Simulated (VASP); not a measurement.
# Co (Pm-3m) in VASP: further runs

The runs below take Co through single point, with r2SCAN.

Program: VASP 6.6.1. These are calculated values, not measurements. Logs are shortened: lines on timing, memory, paths and dates and some standing lists are left out, and cuts for length are marked.

## 1. The cell of the first run

Symmetry: Pm-3m, No. 221, cubic system. Conventional cell: a = 2.308 Å, b = 2.308 Å, c = 2.308 Å, α = 90.00°, β = 90.00°, γ = 90.00°. Within 3.1 Å of Co (site symmetry m-3m) lie 6 Co at 2.31 Å.

This isn't the form of Co at room conditions, which is hcp.

## 2. Single point, r2SCAN, collinear spin, ferromagnetic start (12.30 Å³/atom)

POSCAR

```
Co
1.0
    0.0000000000      2.3083366734      2.3083366734
    2.3083366734      0.0000000000      2.3083366734
    2.3083366734      2.3083366734      0.0000000000
Co
2
Direct
    0.0000000000      0.0000000000      0.0000000000
    0.5000000000      0.5000000000      0.5000000000
```

INCAR.step1

```
  ALGO = Normal
  EDIFF = 1E-4
  ENCUT = 520
  GGA = PE
  ISMEAR = -1
  ISPIN = 2
  LASPH = T
  LCHARG = F
  LMAXMIX = 4
  LREAL = F
  LWAVE = T
  MAGMOM = -2.018 -2.018
  NBANDS = 20
  NELM = 150
  PREC = Accurate
  SIGMA = 0.05
```

INCAR.step2

```
  ALGO = Normal
  EDIFF = 1E-7
  ENCUT = 520
  ISIF = 2
  ISMEAR = -1
  ISPIN = 2
  ISTART = 1
  LASPH = T
  LCHARG = F
  LMAXMIX = 4
  LMIXTAU = T
  LORBIT = 11
  LREAL = F
  LWAVE = F
  MAGMOM = -2.018 -2.018
  METAGGA = R2SCAN
  NBANDS = 20
  NELM = 150
  PREC = Accurate
  SIGMA = 0.05
```

KPOINTS

```
k-points
0
Gamma
  14 14 14
```

Potentials or basis: VASP PAW PBE potentials, release 64 (Co).

Launch:

```console
$ cat potpaw_PBE.64/Co/POTCAR > POTCAR
$ cp INCAR.step1 INCAR
$ mpirun -np 1 vasp_std > vasp.out
$ cp INCAR.step2 INCAR
$ mpirun -np 1 vasp_std > vasp.out
```

OUTCAR:

```text
EDIFF = 1E-7
   ENCUT = 520
   ISIF = 2
   ISMEAR = -1
   ISPIN = 2
   ISTART = 1
   LASPH = T
   LORBIT = 11
   LREAL = F
   METAGGA = R2SCAN
   NELM = 150
   PREC = Accurate

 ion  position               nearest neighbor table
   1  0.000  0.000  0.000-   2 2.31   2 2.31   2 2.31   2 2.31   2 2.31   2 2.31
   2  0.500  0.500  0.500-   1 2.31   1 2.31   1 2.31   1 2.31   1 2.31   1 2.31

  LATTYP: Found a face centered cubic cell.
 ALAT       =     4.6166733468

  Lattice vectors:

 A1 = (   0.0000000000,   2.3083366734,   2.3083366734)
 A2 = (   2.3083366734,   0.0000000000,   2.3083366734)
 A3 = (   2.3083366734,   2.3083366734,   0.0000000000)

Analysis of symmetry for initial positions (statically):
=====================================================================
 Subroutine PRICEL returns following result:

  LATTYP: Found a simple cubic cell.
 ALAT       =     2.3083366734

  Lattice vectors:

 A1 = (  -2.3083366734,   0.0000000000,   0.0000000000)
 A2 = (   0.0000000000,   0.0000000000,   2.3083366734)
 A3 = (   0.0000000000,   2.3083366734,   0.0000000000)

   2 primitive cells build up your supercell.

 Routine SETGRP: Setting up the symmetry group for a
 face centered cubic supercell.

 Subroutine GETGRP returns: Found 48 space group operations
 (whereof 48 operations were pure point group operations)
 out of a pool of 48 trial point group operations.

The static configuration has the point symmetry O_h .

Analysis of symmetry for dynamics (positions and initial velocities):
=====================================================================
 Subroutine PRICEL returns following result:

  LATTYP: Found a simple cubic cell.
 ALAT       =     2.3083366734

  Lattice vectors:

 A1 = (  -2.3083366734,   0.0000000000,   0.0000000000)
 A2 = (   0.0000000000,   0.0000000000,   2.3083366734)
 A3 = (   0.0000000000,   2.3083366734,   0.0000000000)

   2 primitive cells build up your supercell.

 Routine SETGRP: Setting up the symmetry group for a
 face centered cubic supercell.

 Subroutine GETGRP returns: Found 48 space group operations
 (whereof 48 operations were pure point group operations)
 out of a pool of 48 trial point group operations.

The dynamic configuration has the point symmetry O_h .

Analysis of structural, dynamic, and magnetic symmetry:
=====================================================================
 Subroutine PRICEL returns following result:

  LATTYP: Found a simple cubic cell.
 ALAT       =     2.3083366734

  Lattice vectors:

 A1 = (  -2.3083366734,   0.0000000000,   0.0000000000)
 A2 = (   0.0000000000,   0.0000000000,   2.3083366734)
 A3 = (   0.0000000000,   2.3083366734,   0.0000000000)

   2 primitive cells build up your supercell.

 Routine SETGRP: Setting up the symmetry group for a
 face centered cubic supercell.

 Subroutine GETGRP returns: Found 48 space group operations
 (whereof 48 operations were pure point group operations)
 out of a pool of 48 trial point group operations.

The overall configuration has the point symmetry O_h .

 Subroutine INISYM returns: Found 48 space group operations
 (whereof 48 operations are pure point group operations),
 and found     2 'primitive' translations

----------------------------------------------------------------------------------------

                                     Primitive cell

  volume of cell :      12.2998

  direct lattice vectors                    reciprocal lattice vectors
    -2.308336673  0.000000000  0.000000000    -0.433212370  0.000000000  0.000000000
     0.000000000  0.000000000  2.308336673     0.000000000  0.000000000  0.433212370
     0.000000000  2.308336673  0.000000000     0.000000000  0.433212370  0.000000000

  length of vectors
     2.308336673  2.308336673  2.308336673     0.433212370  0.433212370  0.433212370

  position of ions in fractional coordinates (direct lattice)
     0.000000000  0.000000000  0.000000000

  ion indices of the primitive-cell ions
   primitive index   ion index
                 1           1

----------------------------------------------------------------------------------------

 KPOINTS: k-points

Automatic generation of k-mesh.
 Grid dimensions read from file:
 generate k-points for:   14   14   14

 Generating k-lattice:

  Cartesian coordinates                     Fractional coordinates (reciprocal lattice)
    -0.015471870  0.015471870  0.015471870     0.071428571  0.000000000  0.000000000
     0.015471870 -0.015471870  0.015471870     0.000000000  0.071428571  0.000000000
     0.015471870  0.015471870 -0.015471870     0.000000000  0.000000000  0.071428571

  Length of vectors
     0.026798066  0.026798066  0.026798066

  Shift w.r.t. Gamma in fractional coordinates (k-lattice)
     0.000000000  0.000000000  0.000000000

 Subroutine IBZKPT returns following result:
 ===========================================

 Found    104 irreducible k-points:

 Following reciprocal coordinates:
            Coordinates               Weight
  0.000000  0.000000  0.000000      1.000000
  0.071429  0.000000  0.000000      8.000000
  0.142857  0.000000  0.000000      8.000000
  0.214286  0.000000  0.000000      8.000000
  0.285714  0.000000  0.000000      8.000000
  0.357143  0.000000  0.000000      8.000000
[... 16 lines left out ...]
  0.214286  0.142857  0.000000     24.000000
  0.285714  0.142857  0.000000     24.000000
 [... further k-points ...]
   k-points           NKPTS =    104   k-points in BZ     NKDIM =    104   number of bands    NBANDS=     20
   number of dos      NEDOS =    301   number of ions     NIONS =      2
   total plane-waves  NPLWV =  13824
   dimension x,y,z NGX =    24 NGY =   24 NGZ =   24
   dimension x,y,z NGXF=    48 NGYF=   48 NGZF=   48
   ions per type =               2
   NGX,Y,Z   is equivalent  to a cutoff of  12.22, 12.22, 12.22 a.u.
   NGXF,Y,Z  is equivalent  to a cutoff of  24.44, 24.44, 24.44 a.u.
 SYSTEM =  unknown system
   PREC   = accura    normal or accurate (medium, high low for compatibility)
   ISTART =      1    job   : 0-new  1-cont  2-samecut
   ICHARG =      0    charge: 1-file 2-atom 10-const
   ISPIN  =      2    spin polarized calculation?
   LNONCOLLINEAR =      F non collinear calculations
   LSORBIT =      F    spin-orbit coupling
   LASPH  =      T    aspherical Exc in radial PAW
   ENCUT  =  520.0 eV  38.22 Ry    6.18 a.u.   6.07  6.07  6.07*2*pi/ulx,y,z
   NELM   =    150;   NELMIN=  2; NELMDL=  0     # of ELM steps
   EDIFF  = 0.1E-06   stopping-criterion for ELM
   LREAL  =      F    real-space projection
   EDIFFG = 0.1E-05   stopping-criterion for IOM
   NSW    =      0    number of steps for IOM
   IBRION =     -1    ionic relax: 0-MD 1-quasi-New 2-CG
   NFREE  =      0    steps in history (QN), initial steepest desc. (CG)
   ISIF   =      2    stress and relaxation
   ISYM   =      2    0-nonsym 1-usesym 2-fastsym
   POTIM  = 0.5000    time-step for ionic-motion
   TEBEG  =    0.0;   TEEND  =   0.0 temperature during run
   PSTRESS=    0.0 pullay stress
   NELECT =      18.0000    total number of electrons
   NUPDOWN=      -1.0000    fix difference up-down
   EMIN   =  10.00;   EMAX   =-10.00  energy-range for DOS
   EFERMI =   0.00;   METHOD = LEGACY
   ISMEAR =    -1;   SIGMA  =   0.05  broadening in eV -4-tet -1-fermi 0-gaus
   EFERMI_NEDOS =   21; number of points for ismear=-14 and -15
   IALGO  =     38    algorithm
   IMIX   =      4    mixing-type and parameters
     AMIX     =   0.40;   BMIX     =  1.00
     AMIX_MAG =   1.60;   BMIX_MAG =  1.00
  volume/ion in A,a.u.               =      12.30        83.00
  Fermi-wavevector in a.u.,A,eV,Ry     =   1.475219  2.787760 29.609968  2.176271
  Thomas-Fermi vector in A             =   2.589895
   LORBIT       =     11    0 simple, 1 ext, 2 COOP (PROOUT), +10 PAW based schemes
   METAGGA = R2SCAN    functional components
   LHFCALC =     F    Hartree Fock is set to
   AEXX    =    0.0000 exact exchange contribution
   IVDW    =     0    specifies the selected vdW correction
   LEPSILON=     F    determine dielectric tensor
   LRPA    =     F    only Hartree local field effects (RPA)
 spin polarized calculation
  energy-cutoff  :      520.00
  volume of cell :       24.60
 maximum number of plane-waves:       674
   NGX = 13   NGY = 13   NGZ = 13

 number of electron      17.9999983 magnetization      -4.0439250

 Free energy of the ion-electron system (eV)
  ---------------------------------------------------
  ext. energy  EPLUGINS =         0.00000000
  ---------------------------------------------------
  free energy    TOTEN  =       -24.96337078 eV

  energy without entropy =      -24.94604369  energy(sigma->0) =      -24.95470724

 E-fermi :   9.1497     XC(G=0): -13.6975

 val. band max:        9.1407721801   @ k =   0.5000   0.1429   0.0714
 cond. band min:       9.1516477199   @ k =  -0.3571   0.2143   0.0000
 fundamental gap:      0.0108755398
 Fermi energy:         9.1496746192

 spin component 1

 k-point     1 :       0.0000    0.0000    0.0000
  band No.  band energies     occupation
      1      -0.1342      1.00000
      2       5.3273      1.00000
      3       5.3275      1.00000
      4       6.5057      1.00000
      5       6.5062      1.00000
      6       6.5062      1.00000
[... 12 lines left out ...]
     19      29.9968      0.00000
     20      29.9968      0.00000

 k-point     2 :       0.0714    0.0000    0.0000
  band No.  band energies     occupation
      1      -0.0106      1.00000
      2       5.3692      1.00000
      3       5.3694      1.00000
      4       6.4805      1.00000
      5       6.5628      1.00000
      6       6.5631      1.00000
[... 12 lines left out ...]
     19      29.2081      0.00000
     20      29.2083      0.00000
[... 465 lines left out ...]
      3       5.8281      1.00000
      4       6.0760      1.00000
      5       7.1184      1.00000
      6       7.1438      1.00000
[... 12 lines left out ...]
     19      30.7481      0.00000
     20      30.8095      0.00000

 k-point    24 :       0.2857    0.1429    0.0000
  band No.  band energies     occupation
      1       1.5912      1.00000
      2       5.6942      1.00000
      3       5.9739      1.00000
      4       6.0856      1.00000
      5       7.3582      1.00000
      6       7.4627      1.00000
[... 12 lines left out ...]
     19      29.9456      0.00000
     20      32.1858      0.00000

 [... further k-points ...]

 spin component 2

 k-point     1 :       0.0000    0.0000    0.0000
  band No.  band energies     occupation
      1       0.0178      1.00000
      2       3.7556      1.00000
      3       3.7556      1.00000
      4       3.7557      1.00000
      5       3.7718      1.00000
      6       3.7718      1.00000
[... 12 lines left out ...]
     19      28.9146      0.00000
     20      28.9146      0.00000

 k-point     2 :       0.0714    0.0000    0.0000
  band No.  band energies     occupation
      1       0.1390      1.00000
      2       3.7554      1.00000
      3       3.8011      1.00000
      4       3.8011      1.00000
      5       3.8112      1.00000
      6       3.8112      1.00000
[... 12 lines left out ...]
     19      28.2517      0.00000
     20      28.2518      0.00000
[... 465 lines left out ...]
      3       3.9364      1.00000
      4       4.2727      1.00000
      5       4.2893      1.00000
      6       4.2922      1.00000
[... 12 lines left out ...]
     19      29.7056      0.00000
     20      29.9967      0.00000

 k-point    24 :       0.2857    0.1429    0.0000
  band No.  band energies     occupation
      1       1.6656      1.00000
      2       3.5035      1.00000
      3       4.0863      1.00000
      4       4.4917      1.00000
      5       4.5536      1.00000
      6       4.5569      1.00000
[... 12 lines left out ...]
     19      29.0448      0.00000
     20      31.3889      0.00000

 [... further k-points ...]

------------------------ aborting loop because EDIFF is reached ----------------------------------------

  FORCE on cell =-STRESS in cart. coord.  units (eV):
  Direction    XX          YY          ZZ          XY          YZ          ZX
  --------------------------------------------------------------------------------------
  -------------------------------------------------------------------------------------
  Total        0.5927585      0.5927585      0.5927585     -0.0000000      0.0000000      0.0000000
  in kB       38.6065418     38.6065418     38.6065418     -0.0000000      0.0000000      0.0000000
  external PRESSURE =      38.6065418 kB  Pullay stress =       0.0000000 kB

 VOLUME and BASIS-vectors are now :
 -----------------------------------------------------------------------------
  energy-cutoff  :      520.00
  volume of cell :       24.60
      direct lattice vectors                 reciprocal lattice vectors
     0.000000000  2.308336673  2.308336673    -0.216606185  0.216606185  0.216606185
     2.308336673  0.000000000  2.308336673     0.216606185 -0.216606185  0.216606185
     2.308336673  2.308336673  0.000000000     0.216606185  0.216606185 -0.216606185

 POSITION                                       TOTAL-FORCE (eV/Angst)
 -----------------------------------------------------------------------------------
      0.00000      0.00000      0.00000         0.000000      0.000000     -0.000000
      2.30834      2.30834      2.30834        -0.000000     -0.000000      0.000000
 -----------------------------------------------------------------------------------
    total drift:                                0.000000     -0.000000      0.000000

  FREE ENERGIE OF THE ION-ELECTRON SYSTEM (eV)
  ---------------------------------------------------
  free  energy   TOTEN  =       -24.9633707839 eV

  energy  without entropy=      -24.9460436946  energy(sigma->0) =      -24.95470724

 total charge

# of ion       s       p       d       tot
------------------------------------------
    1        0.530   0.483   7.234   8.248
    2        0.530   0.483   7.234   8.248
--------------------------------------------------
tot          1.060   0.966  14.469  16.495

 magnetization (x)

# of ion       s       p       d       tot
------------------------------------------
    1       -0.019   0.010  -2.049  -2.057
    2       -0.019   0.010  -2.049  -2.057
--------------------------------------------------
tot         -0.038   0.020  -4.097  -4.115
```

Wall time 4.2 min (1 thread of AMD EPYC 9R45 (Zen 5), shared host); peak memory 0.17 GiB.

What came out:

- Free energy: -24.9634 eV
- Pressure: 3.9 GPa
- Net moment: -4.04 μB per cell
- Site moments: Co -2.06 μB
- Valence electrons inside the program's atomic spheres: Co 8.25

Caveat: the cell stands under pressure; the PAW data sets were made with another functional, which shifts forces and pressure a little.

(Part 1 of 2 ends here.)
